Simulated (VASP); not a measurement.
# TaN (P-6m2) in VASP: single point with r2SCAN

Aim: the single point of TaN with r2SCAN.

Everything below comes from runs of VASP 6.6.1. Logs are shortened: lines on timing, memory, paths and dates and some standing lists are left out, and cuts for length are marked.

### Step 1. The cell of the first run

The structure is hexagonal, space group P-6m2 (No. 187). The conventional cell has a = 2.936 Å, b = 2.936 Å, c = 2.885 Å, α = 90.00°, β = 90.00°, γ = 120.00°. Ta (site symmetry -6m2) has 6 N at 2.23 Å and 8 Ta at 2.88 to 2.94 Å within 3.0 Å. Within 3.0 Å of N (site symmetry -6m2) lie 6 Ta at 2.23 Å and 8 N at 2.88 to 2.94 Å.

### Step 2. Single point, r2SCAN

The input, POSCAR:

```
TaN
1.0
    2.9361983244      0.0000000000      0.0000000000
   -1.4680991622      2.5428223395      0.0000000000
    0.0000000000      0.0000000000      2.8845837842
Ta N
1 1
Direct
    0.0000000000      0.0000000000      0.5000000000
    0.6666666667      0.3333333333      0.0000000000
```

The input, INCAR.step1:

```
SYSTEM = TaN
  ALGO = Normal
  EDIFF = 1E-5
  ENCUT = 770
  GGA = PE
  GGA_COMPAT = .False.
  ISMEAR = -1
  LASPH = .True.
  LCHARG = .False.
  LREAL = .False.
  LWAVE = .True.
  NBANDS = 16
  NELM = 120
  PREC = Accurate
  SIGMA = 0.1
```

The input, INCAR.step2:

```
SYSTEM = TaN
  ALGO = Normal
  EDIFF = 1E-6
  ENCUT = 770
  GGA_COMPAT = .False.
  ISIF = 2
  ISMEAR = -1
  ISTART = 1
  LASPH = .True.
  LCHARG = .False.
  LMIXTAU = .True.
  LREAL = .False.
  LWAVE = .False.
  METAGGA = R2SCAN
  NBANDS = 16
  NELM = 120
  PREC = Accurate
  SIGMA = 0.1
```

The input, KPOINTS:

```
k-points
0
Gamma
  18 18 16
  0 0 0
```

Potentials or basis: VASP PAW PBE potentials, release 64 (Ta_sv_GW, N).

Launch:

```console
cat potpaw_PBE.64/Ta_sv_GW/POTCAR potpaw_PBE.64/N/POTCAR > POTCAR
cp INCAR.step1 INCAR
mpirun -np 1 vasp_std > vasp.out
cp INCAR.step2 INCAR
mpirun -np 1 vasp_std > vasp.out
```

OUTCAR:

```text
SYSTEM = TaN
   EDIFF = 1E-6
   ENCUT = 770
   ISIF = 2
   ISMEAR = -1
   ISTART = 1
   LASPH = .True.
   LREAL = .False.
   METAGGA = R2SCAN
   NELM = 120
   PREC = Accurate

 ion  position               nearest neighbor table
   1  0.000  0.000  0.500-   2 2.23   2 2.23   2 2.23   2 2.23   2 2.23   2 2.23
   2  0.667  0.333  0.000-   1 2.23   1 2.23   1 2.23   1 2.23   1 2.23   1 2.23

  LATTYP: Found a hexagonal cell.
 ALAT       =     2.9361983244
 C/A-ratio  =     0.9824213032

  Lattice vectors:

 A1 = (   2.9361983244,   0.0000000000,   0.0000000000)
 A2 = (  -1.4680991622,   2.5428223395,   0.0000000000)
 A3 = (   0.0000000000,   0.0000000000,   2.8845837842)

Analysis of symmetry for initial positions (statically):
=====================================================================
 Subroutine PRICEL returns:
 Original cell was already a primitive cell.

 Routine SETGRP: Setting up the symmetry group for a
 hexagonal supercell.

 Subroutine GETGRP returns: Found 12 space group operations
 (whereof 12 operations were pure point group operations)
 out of a pool of 24 trial point group operations.

The static configuration has the point symmetry D_3h.

Analysis of symmetry for dynamics (positions and initial velocities):
=====================================================================
 Subroutine PRICEL returns:
 Original cell was already a primitive cell.

 Routine SETGRP: Setting up the symmetry group for a
 hexagonal supercell.

 Subroutine GETGRP returns: Found 12 space group operations
 (whereof 12 operations were pure point group operations)
 out of a pool of 24 trial point group operations.

The dynamic configuration has the point symmetry D_3h.

 Subroutine INISYM returns: Found 12 space group operations
 (whereof 12 operations are pure point group operations),
 and found     1 'primitive' translations

----------------------------------------------------------------------------------------

                                     Primitive cell

  volume of cell :      21.5370

  direct lattice vectors                    reciprocal lattice vectors
     2.936198324  0.000000000  0.000000000     0.340576449  0.196631905  0.000000000
    -1.468099162  2.542822339  0.000000000     0.000000000  0.393263809  0.000000000
     0.000000000  0.000000000  2.884583784     0.000000000  0.000000000  0.346670464

  length of vectors
     2.936198324  2.936198324  2.884583784     0.393263809  0.393263809  0.346670464

  position of ions in fractional coordinates (direct lattice)
     0.000000000  0.000000000  0.500000000
     0.666666667  0.333333333  0.000000000

  ion indices of the primitive-cell ions
   primitive index   ion index
                 1           1
                 2           2

----------------------------------------------------------------------------------------

 KPOINTS: k-points

Automatic generation of k-mesh.
 Grid dimensions read from file:
 generate k-points for:   18   18   16

 Generating k-lattice:

  Cartesian coordinates                     Fractional coordinates (reciprocal lattice)
     0.018920914  0.010923995  0.000000000     0.055555556  0.000000000  0.000000000
     0.000000000  0.021847989  0.000000000     0.000000000  0.055555556  0.000000000
     0.000000000  0.000000000  0.021666904     0.000000000  0.000000000  0.062500000

  Length of vectors
     0.021847989  0.021847989  0.021666904

  Shift w.r.t. Gamma in fractional coordinates (k-lattice)
     0.000000000  0.000000000  0.000000000

 Subroutine IBZKPT returns following result:
 ===========================================

 Found    333 irreducible k-points:

 Following reciprocal coordinates:
            Coordinates               Weight
  0.000000  0.000000  0.000000      1.000000
  0.055556 -0.000000  0.000000      6.000000
  0.111111 -0.000000  0.000000      6.000000
  0.166667 -0.000000  0.000000      6.000000
  0.222222 -0.000000  0.000000      6.000000
  0.277778  0.000000  0.000000      6.000000
[... 16 lines left out ...]
  0.333333  0.111111  0.000000     12.000000
  0.388889  0.111111  0.000000     12.000000
 [... further k-points ...]
   k-points           NKPTS =    333   k-points in BZ     NKDIM =    333   number of bands    NBANDS=     16
   number of dos      NEDOS =    301   number of ions     NIONS =      2
   total plane-waves  NPLWV =  21952
   dimension x,y,z NGX =    28 NGY =   28 NGZ =   28
   dimension x,y,z NGXF=    56 NGYF=   56 NGZF=   56
   ions per type =               1   1
   NGX,Y,Z   is equivalent  to a cutoff of  15.85, 15.85, 16.14 a.u.
   NGXF,Y,Z  is equivalent  to a cutoff of  31.71, 31.71, 32.27 a.u.
 SYSTEM =  TaN
   PREC   = accura    normal or accurate (medium, high low for compatibility)
   ISTART =      1    job   : 0-new  1-cont  2-samecut
   ICHARG =      0    charge: 1-file 2-atom 10-const
   ISPIN  =      1    spin polarized calculation?
   LNONCOLLINEAR =      F non collinear calculations
   LSORBIT =      F    spin-orbit coupling
   LASPH  =      T    aspherical Exc in radial PAW
   ENCUT  =  770.0 eV  56.59 Ry    7.52 a.u.   6.64  6.64  6.53*2*pi/ulx,y,z
   NELM   =    120;   NELMIN=  2; NELMDL=  0     # of ELM steps
   EDIFF  = 0.1E-05   stopping-criterion for ELM
   LREAL  =      F    real-space projection
[... 7 lines left out ...]
   TEBEG  =    0.0;   TEEND  =   0.0 temperature during run
   PSTRESS=    0.0 pullay stress
   NELECT =      18.0000    total number of electrons
   NUPDOWN=      -1.0000    fix difference up-down
   EMIN   =  10.00;   EMAX   =-10.00  energy-range for DOS
   EFERMI =   0.00;   METHOD = LEGACY
   ISMEAR =    -1;   SIGMA  =   0.10  broadening in eV -4-tet -1-fermi 0-gaus
   EFERMI_NEDOS =   21; number of points for ismear=-14 and -15
   IALGO  =     38    algorithm
   IMIX   =      4    mixing-type and parameters
     AMIX     =   0.40;   BMIX     =  1.00
     AMIX_MAG =   1.60;   BMIX_MAG =  1.00
  volume/ion in A,a.u.               =      10.77        72.67
  Fermi-wavevector in a.u.,A,eV,Ry     =   1.542070  2.914090 32.354389  2.377981
  Thomas-Fermi vector in A             =   2.647927
   LORBIT       =      0    0 simple, 1 ext, 2 COOP (PROOUT), +10 PAW based schemes
   METAGGA = R2SCAN    functional components
   LHFCALC =     F    Hartree Fock is set to
   AEXX    =    0.0000 exact exchange contribution
   IVDW    =     0    specifies the selected vdW correction
   LEPSILON=     F    determine dielectric tensor
   LRPA    =     F    only Hartree local field effects (RPA)
 non-spin polarized calculation
  energy-cutoff  :      770.00
  volume of cell :       21.54
 maximum number of plane-waves:      1070
 NGX is ok and might be reduce to    28
   NGX = 13   NGY = 13   NGZ = 13

 number of electron      18.0000000 magnetization

 Free energy of the ion-electron system (eV)
  ---------------------------------------------------
  ext. energy  EPLUGINS =         0.00000000
  ---------------------------------------------------
  free energy    TOTEN  =       -62.95765569 eV

  energy without entropy =      -62.95555160  energy(sigma->0) =      -62.95660365

 E-fermi :  12.4102     XC(G=0): -14.6491

 val. band max:       12.3848974497   @ k =   0.0000   0.0000   0.4375
 cond. band min:      12.4506598429   @ k =   0.3333   0.3333   0.0000
 fundamental gap:      0.0657623932
 Fermi energy:        12.4101758764

 k-point     1 :       0.0000    0.0000    0.0000
  band No.  band energies     occupation
      1     -58.1710      2.00000
      2     -23.7199      2.00000
      3     -23.4574      2.00000
      4     -23.4574      2.00000
      5      -6.3731      2.00000
      6       7.6043      2.00000
[... 8 lines left out ...]
     15      26.1848      0.00000
     16      29.4102      0.00000

 k-point     2 :       0.0556   -0.0000    0.0000
  band No.  band energies     occupation
      1     -58.1686      2.00000
      2     -23.7155      2.00000
      3     -23.4925      2.00000
      4     -23.4649      2.00000
      5      -6.3088      2.00000
      6       7.4017      2.00000
[... 8 lines left out ...]
     15      26.1779      0.00000
     16      29.5440      0.00000

 k-point     3 :       0.1111   -0.0000    0.0000
  band No.  band energies     occupation
      1     -58.1615      2.00000
      2     -23.7028      2.00000
      3     -23.5925      2.00000
      4     -23.4862      2.00000
      5      -6.1228      2.00000
      6       6.9019      2.00000
[... 8 lines left out ...]
     15      26.1559      0.00000
     16      29.9299      0.00000

 k-point     4 :       0.1667   -0.0000    0.0000
  band No.  band energies     occupation
      1     -58.1507      2.00000
      2     -23.7426      2.00000
      3     -23.6833      2.00000
      4     -23.5187      2.00000
      5      -5.8356      2.00000
      6       6.2639      2.00000
[... 8 lines left out ...]
     15      26.1538      0.00000
     16      30.5341      0.00000

 k-point     5 :       0.2222   -0.0000    0.0000
  band No.  band energies     occupation
      1     -58.1374      2.00000
      2     -23.9221      2.00000
      3     -23.6594      2.00000
      4     -23.5582      2.00000
      5      -5.4783      2.00000
      6       5.6073      2.00000
[... 8 lines left out ...]
     15      26.2498      0.00000
     16      30.4059      0.00000

 k-point     6 :       0.2778    0.0000    0.0000
  band No.  band energies     occupation
      1     -58.1232      2.00000
      2     -24.1078      2.00000
      3     -23.6337      2.00000
      4     -23.6000      2.00000
      5      -5.0895      2.00000
      6       5.0055      2.00000
[... 8 lines left out ...]
     15      26.4856      0.00000
     16      30.5184      0.00000
[... 267 lines left out ...]
 k-point    21 :       0.2222    0.1111    0.0000
  band No.  band energies     occupation
      1     -58.1189      2.00000
      2     -24.1262      2.00000
      3     -23.6536      2.00000
      4     -23.6258      2.00000
      5      -4.9626      2.00000
      6       4.9511      2.00000
[... 8 lines left out ...]
     15      26.6265      0.00000
     16      30.1030      0.00000

 k-point    22 :       0.2778    0.1111    0.0000
  band No.  band energies     occupation
      1     -58.1063      2.00000
      2     -24.2724      2.00000
      3     -23.7043      2.00000
      4     -23.6031      2.00000
      5      -4.6025      2.00000
      6       4.5306      2.00000
[... 8 lines left out ...]
     15      26.8341      0.00000
     16      29.0295      0.00000

 k-point    23 :       0.3333    0.1111    0.0000
  band No.  band energies     occupation
      1     -58.0960      2.00000
      2     -24.3893      2.00000
      3     -23.7454      2.00000
      4     -23.5844      2.00000
      5      -4.2990      2.00000
      6       4.2167      2.00000
[... 8 lines left out ...]
     15      26.2945      0.00000
     16      28.7167      0.00000

 k-point    24 :       0.3889    0.1111    0.0000
  band No.  band energies     occupation
      1     -58.0893      2.00000
      2     -24.4645      2.00000
      3     -23.7720      2.00000
      4     -23.5722      2.00000
      5      -4.0951      2.00000
      6       4.0237      2.00000
[... 8 lines left out ...]
     15      25.2694      0.00000
     16      29.0487      0.00000

 [... further k-points ...]
[... 5 lines left out ...]
  --------------------------------------------------------------------------------------
  -------------------------------------------------------------------------------------
  Total       -0.0108582     -0.0108582      0.0084792      0.0000000      0.0000000      0.0000000
  in kB       -0.8077601     -0.8077601      0.6307806      0.0000000      0.0000000      0.0000000
  external PRESSURE =      -0.3282465 kB  Pullay stress =       0.0000000 kB

 VOLUME and BASIS-vectors are now :
 -----------------------------------------------------------------------------
  energy-cutoff  :      770.00
  volume of cell :       21.54
      direct lattice vectors                 reciprocal lattice vectors
     2.936198324  0.000000000  0.000000000     0.340576449  0.196631905  0.000000000
    -1.468099162  2.542822339  0.000000000     0.000000000  0.393263809  0.000000000
     0.000000000  0.000000000  2.884583784     0.000000000  0.000000000  0.346670464

 POSITION                                       TOTAL-FORCE (eV/Angst)
 -----------------------------------------------------------------------------------
      0.00000      0.00000      1.44229         0.000000      0.000000      0.000000
      1.46810      0.84761      0.00000        -0.000000      0.000000      0.000000
 -----------------------------------------------------------------------------------
    total drift:                               -0.000000      0.000000      0.000000

  FREE ENERGIE OF THE ION-ELECTRON SYSTEM (eV)
  ---------------------------------------------------
  free  energy   TOTEN  =       -62.9576556937 eV

  energy  without entropy=      -62.9555516038  energy(sigma->0) =      -62.95660365
```

It took 9.3 min on 1 thread of Intel Xeon Platinum 8375C at 2.90GHz (Ice Lake), shared host; peak memory 0.36 GiB.

What came out:

* Free energy: -62.9577 eV
* Pressure: 0.0 GPa
* Band gap on the k mesh: zero (bands 9 and 10 overlap by 0.49 eV)

Caveat: the PAW data sets were made with another functional, which shifts forces and pressure a little; spin-orbit coupling is left out, which moves the levels of the heavy elements.

The gap in the log of VASP goes by the Fermi energy; the results here count the filled bands.